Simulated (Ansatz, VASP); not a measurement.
## SiO2 in VASP and in Ansatz

File INCAR:

```
SYSTEM = SiO2
PREC = Accurate
ENCUT = 520
EDIFF = 1E-7
ISMEAR = 0
SIGMA = 0.05
LREAL = .FALSE.
LASPH = .TRUE.
NELM = 80
ALGO = Normal
ISIF = 2
LWAVE = .FALSE.
LCHARG = .TRUE.
GGA = PE
LELF = .TRUE.
LVHAR = .TRUE.
NBANDS = 25
```

Contents of KPOINTS:

```
regular mesh
0
G
  6 6 10
  0 0 0
```

Contents of POSCAR:

```
SiO2
1.0
    3.8813855124      0.0000000000      0.0000000000
    0.0000000000      3.8813855124      0.0000000000
    0.0000000000      0.0000000000      3.2047318589
Si O
2 4
Direct
    0.5000000000      0.5000000000      0.5000000000
    0.0000000000      0.0000000000      0.0000000000
    0.6930152168      0.6930152168      0.0000000000
    0.1930152168      0.8069847832      0.5000000000
    0.3069847832      0.3069847832      0.0000000000
    0.8069847832      0.1930152168      0.5000000000
```

Input for Ansatz:

```yaml
crystal:
  lattice:
    - [3.8813855124, 0.0, 0.0]
    - [0.0, 3.8813855124, 0.0]
    - [0.0, 0.0, 3.2047318589]
  atoms:
    - { symbol: Si, position: [0.5, 0.5, 0.5] }
    - { symbol: Si, position: [0.0, 0.0, 0.0] }
    - { symbol: O, position: [0.6930152168, 0.6930152168, 0.0] }
    - { symbol: O, position: [0.1930152168, 0.8069847832, 0.5] }
    - { symbol: O, position: [0.3069847832, 0.3069847832, 0.0] }
    - { symbol: O, position: [0.8069847832, 0.1930152168, 0.5] }
basis:
  ecutwfc: 420
kpoints:
  mp_grid: { grid: [6, 6, 10] }
hamiltonian:
  xc: pbe
scf:
  occupations: { method: gaussian, width: 0.05 }
output:
  forces: true
  stress: true
  eigenvalues: true
```

Alike in both runs: task single point; functional PBE; k mesh 6 × 6 × 10; occupations gaussian, width 0.05 eV; no spin polarisation.

|  | VASP | Ansatz |
| --- | --- | --- |
| version | VASP 6.6.1 | Ansatz 0.2.0 |
| potentials or method | VASP PAW PBE potentials, release 64 (Si, O), cutoff 520 eV | scalar-relativistic, plane waves, PAW |
| valence electrons in the cell | 32 | 32 |

|  | VASP | Ansatz | Ansatz less VASP |
| --- | --- | --- | --- |
| gap on the k mesh at the Fermi level (eV) | 4.13 | 4.14 | +0.012 |
| least direct gap on the mesh (eV) | 4.13 | 4.14 | +0.012 |
| pressure (GPa) | 2.6 | 2.4 | -0.24 |
| traceless stress, the component that is largest in VASP (GPa) | -54.35 | -53.98 | +0.375 |
| rms of the force components (eV/Å) | 0.648 | 0.670 | +0.0216 |

Atom by atom the forces differ by 0.022 eV/Å (rms over components).
